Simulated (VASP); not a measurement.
Here is a VASP 6.6.1 calculation.

The input INCAR:

```
SYSTEM = Ga
ALGO = Fast
EDIFF = 1E-7
ENCUT = 520
GGA = PE
ISIF = 2
ISMEAR = -1
LASPH = .TRUE.
LCHARG = .FALSE.
LREAL = .FALSE.
LWAVE = .FALSE.
NBANDS = 34
NELM = 80
PREC = Accurate
SIGMA = 0.15
```

Contents of KPOINTS:

```
k-points
0
G
  12 12 10
  0 0 0
```

The input POSCAR:

```
Ga
1.0
    2.2996827090     -3.8652653042      0.0000000000
    2.2996827090      3.8652653042      0.0000000000
    0.0000000000      0.0000000000      4.5796812434
Ga
4
Direct
    0.6564538554      0.3435461446      0.4166641414
    0.8435461446      0.1564538554      0.9166641414
    0.3435461446      0.6564538554      0.5833358586
    0.1564538554      0.8435461446      0.0833358586
```

Potentials or basis: VASP PAW PBE potentials, release 64 (Ga_d).

Command:

```sh
$ cat potpaw_PBE.64/Ga_d/POTCAR > POTCAR
$ mpirun -np 1 vasp_std > vasp.out
```

Problem. Estimate the band gap on the k mesh.

Solution. Zero (band 26 reaches 5.10 eV, above the bottom of band 27 at 3.70 eV).

Problem. What does it give for the pressure?

Solution. 0.1 GPa.
